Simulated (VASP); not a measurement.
# KTaO3 in VASP: single point with PBEsol

Aim: the single point of KTaO3 with PBEsol.

Program: VASP 6.6.1. These are calculated values, not measurements. Logs are shortened: lines on timing, memory, paths and dates and some standing lists are left out, and cuts for length are marked.

## (1) The cell of the first run

The typed cell holds 20 atoms: a = 5.640 Å, b = 5.642 Å, c = 7.965 Å, α = 90.00°, β = 90.00°, γ = 90.08°.

## (2) Single point, PBEsol

Contents of INCAR:

```
ALGO = Normal ; EDIFF = 1E-6
ENCUT = 520 ; GGA = PS
ISIF = 2 ; ISMEAR = -1
LASPH = T ; LCHARG = F
LREAL = Auto ; LWAVE = F
NBANDS = 92 ; NELM = 80
PREC = Accurate ; SIGMA = 0.05
```

Contents of KPOINTS:

```
k-points
0
Gamma
  4 4 2
```

Contents of POSCAR:

```
KTaO3
1.0
    3.9913708916      3.9854838184      0.0000380300
   -3.9924836851      3.9866736930     -0.0000578112
   -0.0000813572     -0.0000099940      7.9652800351
K Ta O
4 4 12
Direct
   -0.0017743223      0.0037442633      0.0011726264
   -0.0017825586      0.0037425663      0.5011867293
    0.4982104714      0.5037386468      0.0011725437
    0.4982159924      0.5037398444      0.5011862165
    0.4971979107      0.0078577280      0.2511519394
    0.4971525462      0.0076748835      0.7511508679
   -0.0027968987      0.5078537800      0.2511638861
   -0.0028423453      0.5076702056      0.7511647571
    0.5001923135     -0.0034530299      0.0012204331
    0.2496204813      0.7481416645      0.2512086111
    0.2498940498      0.2480665074      0.2512004815
    0.5001169687     -0.0035087480      0.5012196784
    0.2496119428      0.7482190440      0.7512732592
    0.2499237057      0.2481541536      0.7512080958
    0.0001110253      0.4964984337      0.0012180087
    0.7496202660      0.2481416415      0.2512722489
    0.7498952177      0.7480666846      0.2512076740
    0.0001841858      0.4965547371      0.5012205616
    0.7496088452      0.2482302404      0.7512090480
    0.7499342988      0.7481569907      0.7512006954
```

Potentials or basis: VASP PAW PBE potentials, release 64 (K_sv, Ta_pv, O).

Command:

```
$ cat potpaw_PBE.64/K_sv/POTCAR potpaw_PBE.64/Ta_pv/POTCAR potpaw_PBE.64/O/POTCAR > POTCAR
$ mpirun -np 1 vasp_std > vasp.out
```

OUTCAR:

```text
EDIFF = 1E-6
   ENCUT = 520
   GGA = PS
   ISIF = 2
   ISMEAR = -1
   LASPH = T
   LREAL = Auto
   NELM = 80
   PREC = Accurate

 ion  position               nearest neighbor table
   1  0.998  0.004  0.001-  15 2.78  19 2.80  16 2.80  14 2.81  11 2.81   9 2.81  20 2.83  17 2.83
                             9 2.83  13 2.84  10 2.84  15 2.86   7 3.43   8 3.44   6 3.45   5 3.45
   2  0.998  0.004  0.501-  18 2.78  16 2.80  19 2.80  11 2.81  14 2.81  12 2.81  20 2.83  17 2.83
                            12 2.83  10 2.84  13 2.84  18 2.86   7 3.43   8 3.43   6 3.45   5 3.45
   3  0.498  0.504  0.001-   9 2.78  13 2.80  10 2.80  17 2.81  20 2.81  15 2.81  14 2.83  11 2.83
                            15 2.83  19 2.84  16 2.84   9 2.86   5 3.43   6 3.44   8 3.45   7 3.45
   4  0.498  0.504  0.501-  12 2.78  10 2.80  13 2.80  17 2.81  20 2.81  18 2.81  14 2.83  11 2.83
                            18 2.83  16 2.84  19 2.84  12 2.86   5 3.43   6 3.43   8 3.45   7 3.45
   5  0.497  0.008  0.251-  11 1.95  16 1.96   9 1.99  12 1.99  10 2.02  17 2.05   3 3.43   4 3.43
                             1 3.45   2 3.45   1 3.46   2 3.46   3 3.47   4 3.47
   6  0.497  0.008  0.751-  14 1.95  19 1.97  12 1.99   9 1.99  13 2.02  20 2.05   4 3.43   3 3.44
                             2 3.45   1 3.45   2 3.46   1 3.46   4 3.47   3 3.47
   7  0.997  0.508  0.251-  17 1.95  10 1.96  15 1.99  18 1.99  16 2.02  11 2.05   1 3.43   2 3.43
                             3 3.45   4 3.45   3 3.46   4 3.46   1 3.47   2 3.47
   8  0.997  0.508  0.751-  20 1.95  13 1.97  18 1.99  15 1.99  19 2.02  14 2.05   2 3.43   1 3.44
                             4 3.45   3 3.45   4 3.46   3 3.46   2 3.47   1 3.47
   9  0.500  0.997  0.001-   5 1.99   6 1.99   3 2.78   1 2.81   1 2.83   3 2.86
  10  0.250  0.748  0.251-   7 1.96   5 2.02   4 2.80   3 2.80   2 2.84   1 2.84
  11  0.250  0.248  0.251-   5 1.95   7 2.05   2 2.81   1 2.81   4 2.83   3 2.83
  12  0.500  0.996  0.501-   6 1.99   5 1.99   4 2.78   2 2.81   2 2.83   4 2.86
  13  0.250  0.748  0.751-   8 1.97   6 2.02   3 2.80   4 2.80   1 2.84   2 2.84
  14  0.250  0.248  0.751-   6 1.95   8 2.05   1 2.81   2 2.81   3 2.83   4 2.83
  15  0.000  0.496  0.001-   7 1.99   8 1.99   1 2.78   3 2.81   3 2.83   1 2.86
  16  0.750  0.248  0.251-   5 1.96   7 2.02   2 2.80   1 2.80   4 2.84   3 2.84
  17  0.750  0.748  0.251-   7 1.95   5 2.05   4 2.81   3 2.81   2 2.83   1 2.83
  18  0.000  0.497  0.501-   8 1.99   7 1.99   2 2.78   4 2.81   4 2.83   2 2.86
  19  0.750  0.248  0.751-   6 1.97   8 2.02   1 2.80   2 2.80   3 2.84   4 2.84
  20  0.750  0.748  0.751-   8 1.95   6 2.05   3 2.81   4 2.81   1 2.83   2 2.83

  LATTYP: Found a simple monoclinic cell.
 ALAT       =     5.6404895942
 B/A-ratio  =     1.4121611081
 C/A-ratio  =     1.0002886615
 COS(beta)  =    -0.0014661647

  Lattice vectors:

 A1 = (   3.9913708916,   3.9854838184,   0.0000380300)
 A2 = (   0.0000813572,   0.0000099940,  -7.9652800351)
 A3 = (  -3.9924836851,   3.9866736930,  -0.0000578112)

Analysis of symmetry for initial positions (statically):
=====================================================================
 Subroutine PRICEL returns:
 Original cell was already a primitive cell.

 Routine SETGRP: Setting up the symmetry group for a
 simple monoclinic supercell.

 Subroutine GETGRP returns: Found  1 space group operations
 (whereof  1 operations were pure point group operations)
 out of a pool of  4 trial point group operations.

The static configuration has the point symmetry C_1 .

Analysis of symmetry for dynamics (positions and initial velocities):
=====================================================================
 Subroutine PRICEL returns:
 Original cell was already a primitive cell.

 Routine SETGRP: Setting up the symmetry group for a
 simple monoclinic supercell.

 Subroutine GETGRP returns: Found  1 space group operations
 (whereof  1 operations were pure point group operations)
 out of a pool of  4 trial point group operations.

The dynamic configuration has the point symmetry C_1 .

 Subroutine INISYM returns: Found  1 space group operations
 (whereof  1 operations are pure point group operations),
 and found     1 'primitive' translations

----------------------------------------------------------------------------------------

                                     Primitive cell

  volume of cell :     253.4892

  direct lattice vectors                    reciprocal lattice vectors
     3.991370892  3.985483818  0.000038030     0.125271479  0.125454044  0.000001437
    -3.992483685  3.986673693 -0.000057811    -0.125234091  0.125419077 -0.000001122
    -0.000081357 -0.000009994  7.965280035    -0.000001507  0.000000311  0.125544864

  length of vectors
     5.640489594  5.642117786  7.965280036     0.177289765  0.177238603  0.125544864

  position of ions in fractional coordinates (direct lattice)
     0.998225678  0.003744263  0.001172626
     0.998217441  0.003742566  0.501186729
     0.498210471  0.503738647  0.001172544
[... 56 lines left out ...]
  Length of vectors
     0.044322441  0.044309651  0.062772432

  Shift w.r.t. Gamma in fractional coordinates (k-lattice)
     0.000000000  0.000000000  0.000000000

 Subroutine IBZKPT returns following result:
 ===========================================

 Found     20 irreducible k-points:

 Following reciprocal coordinates:
            Coordinates               Weight
  0.000000  0.000000  0.000000      1.000000
  0.250000 -0.000000  0.000000      2.000000
  0.500000 -0.000000  0.000000      1.000000
  0.000000  0.250000  0.000000      2.000000
  0.250000  0.250000  0.000000      2.000000
  0.500000  0.250000  0.000000      2.000000
[... 12 lines left out ...]
  0.250000  0.500000  0.500000      2.000000
  0.500000  0.500000  0.500000      1.000000
   k-points           NKPTS =     20   k-points in BZ     NKDIM =     20   number of bands    NBANDS=     92
   number of dos      NEDOS =    301   number of ions     NIONS =     20
   total plane-waves  NPLWV = 105840
   dimension x,y,z NGX =    42 NGY =   42 NGZ =   60
   dimension x,y,z NGXF=    84 NGYF=   84 NGZF=  120
   ions per type =               4   4  12
   NGX,Y,Z   is equivalent  to a cutoff of  12.38, 12.38, 12.52 a.u.
   NGXF,Y,Z  is equivalent  to a cutoff of  24.76, 24.75, 25.05 a.u.
 SYSTEM =  unknown system
   PREC   = accura    normal or accurate (medium, high low for compatibility)
   ISTART =      0    job   : 0-new  1-cont  2-samecut
   ICHARG =      2    charge: 1-file 2-atom 10-const
   ISPIN  =      1    spin polarized calculation?
   LNONCOLLINEAR =      F non collinear calculations
   LSORBIT =      F    spin-orbit coupling
   LASPH  =      T    aspherical Exc in radial PAW
   ENCUT  =  520.0 eV  38.22 Ry    6.18 a.u.  10.49 10.49 14.81*2*pi/ulx,y,z
   NELM   =     80;   NELMIN=  2; NELMDL= -5     # of ELM steps
   EDIFF  = 0.1E-05   stopping-criterion for ELM
   LREAL  =      T    real-space projection
   EDIFFG = 0.1E-04   stopping-criterion for IOM
   NSW    =      0    number of steps for IOM
   IBRION =     -1    ionic relax: 0-MD 1-quasi-New 2-CG
   NFREE  =      0    steps in history (QN), initial steepest desc. (CG)
   ISIF   =      2    stress and relaxation
   ISYM   =      2    0-nonsym 1-usesym 2-fastsym
   POTIM  = 0.5000    time-step for ionic-motion
   TEBEG  =    0.0;   TEEND  =   0.0 temperature during run
   PSTRESS=    0.0 pullay stress
   NELECT =     152.0000    total number of electrons
   NUPDOWN=      -1.0000    fix difference up-down
   EMIN   =  10.00;   EMAX   =-10.00  energy-range for DOS
   EFERMI =   0.00;   METHOD = LEGACY
   ISMEAR =    -1;   SIGMA  =   0.05  broadening in eV -4-tet -1-fermi 0-gaus
   EFERMI_NEDOS =   21; number of points for ismear=-14 and -15
   IALGO  =     38    algorithm
   IMIX   =      4    mixing-type and parameters
     AMIX     =   0.40;   BMIX     =  1.00
     AMIX_MAG =   1.60;   BMIX_MAG =  1.00
  volume/ion in A,a.u.               =      12.67        85.53
  Fermi-wavevector in a.u.,A,eV,Ry     =   1.380499  2.608765 25.929687  1.905778
  Thomas-Fermi vector in A             =   2.505371
   LORBIT       =      0    0 simple, 1 ext, 2 COOP (PROOUT), +10 PAW based schemes
   GGA     = PS    functional components
   LHFCALC =     F    Hartree Fock is set to
   AEXX    =    0.0000 exact exchange contribution
   IVDW    =     0    specifies the selected vdW correction
   LEPSILON=     F    determine dielectric tensor
   LRPA    =     F    only Hartree local field effects (RPA)
 non-spin polarized calculation
  energy-cutoff  :      520.00
  volume of cell :      253.49
 maximum number of plane-waves:      6857
 NGX is ok and might be reduce to    42
   NGX = 21   NGY = 21   NGZ = 29

 number of electron     151.9999936 magnetization

 Free energy of the ion-electron system (eV)
  ---------------------------------------------------
  ext. energy  EPLUGINS =         0.00000000
  ---------------------------------------------------
  free energy    TOTEN  =      -171.65083487 eV

  energy without entropy =     -171.65083487  energy(sigma->0) =     -171.65083487

 E-fermi :   2.7541     XC(G=0): -11.1441

 val. band max:        1.6741726072   @ k =   0.0000   0.0000   0.0000
 cond. band min:       3.7897863966   @ k =   0.0000   0.0000   0.0000
 fundamental gap:      2.1156137894
 Fermi energy:         2.7541220256

 k-point     1 :       0.0000    0.0000    0.0000
  band No.  band energies     occupation
      1     -32.4684      2.00000
      2     -32.4684      2.00000
      3     -32.4650      2.00000
      4     -32.4642      2.00000
      5     -32.4609      2.00000
      6     -32.4597      2.00000
[... 1809 lines left out ...]
     87       7.1751      0.00000
     88       7.1754      0.00000
 [bands above 88 left out]

------------------------ aborting loop because EDIFF is reached ----------------------------------------

  FORCE on cell =-STRESS in cart. coord.  units (eV):
  Direction    XX          YY          ZZ          XY          YZ          ZX
  --------------------------------------------------------------------------------------
  -------------------------------------------------------------------------------------
  Total        1.2577768      1.2002828      1.0960731      0.0087815      0.0073592     -0.0199142
  in kB        7.9497715      7.5863805      6.9277241      0.0555034      0.0465136     -0.1258679
  external PRESSURE =       7.4879587 kB  Pullay stress =       0.0000000 kB

 VOLUME and BASIS-vectors are now :
 -----------------------------------------------------------------------------
  energy-cutoff  :      520.00
  volume of cell :      253.49
      direct lattice vectors                 reciprocal lattice vectors
     3.991370892  3.985483818  0.000038030     0.125271479  0.125454044  0.000001437
    -3.992483685  3.986673693 -0.000057811    -0.125234091  0.125419077 -0.000001122
    -0.000081357 -0.000009994  7.965280035    -0.000001507  0.000000311  0.125544864

 POSITION                                       TOTAL-FORCE (eV/Angst)
 -----------------------------------------------------------------------------------
      3.96934      3.99334      0.00938        -0.003799     -0.000692      0.002132
      3.96927      3.99329      3.99213        -0.004185     -0.000411      0.001896
     -0.02263      3.99385      0.00933        -0.003142     -0.000259      0.002310
     -0.02265      3.99387      3.99208        -0.004230     -0.000006      0.001901
      1.95311      2.01290      2.00051         0.048340     -0.024443     -0.000187
      1.95362      2.01198      5.98315         0.044562     -0.020098     -0.000048
[... 12 lines left out ...]
      2.00085      3.97716      5.98360         0.002511      0.022011     -0.000493
      0.00620      5.97150      5.98351        -0.043763     -0.000257     -0.000053
 -----------------------------------------------------------------------------------
    total drift:                               -0.065840      0.047725      0.004147

  FREE ENERGIE OF THE ION-ELECTRON SYSTEM (eV)
  ---------------------------------------------------
  free  energy   TOTEN  =      -171.6508348710 eV

  energy  without entropy=     -171.6508348706  energy(sigma->0) =     -171.65083487
```

Wall time 18 min (1 thread of Intel Xeon 8259CL, shared host); peak memory 0.49 GiB.

Results:

```
Free energy            : -171.6508 eV
Pressure               : 0.7 GPa
Largest force          : 0.054 eV/Å
Band gap on the k mesh : 2.12 eV
```

Forces in eV/Å, atoms in the order of the input:
```
K   -0.004 -0.001  0.002
K   -0.004  0.000  0.002
K   -0.003  0.000  0.002
K   -0.004  0.000  0.002
Ta   0.048 -0.024  0.000
Ta   0.045 -0.020  0.000
Ta   0.046 -0.025  0.000
Ta   0.042 -0.020 -0.001
O    0.000 -0.002 -0.001
O    0.002  0.026 -0.001
O   -0.046  0.000  0.000
O    0.001 -0.001 -0.001
O    0.003  0.024 -0.001
O   -0.043  0.000  0.000
O    0.001 -0.001  0.000
O    0.003  0.026 -0.001
O   -0.046  0.000  0.000
O    0.001 -0.002 -0.001
O    0.003  0.022  0.000
O   -0.044  0.000  0.000
```

Caveat: the PAW data sets were made with another functional, which shifts forces and pressure a little; spin-orbit coupling is left out, which moves the levels of the heavy elements. A k mesh can miss the band edges.
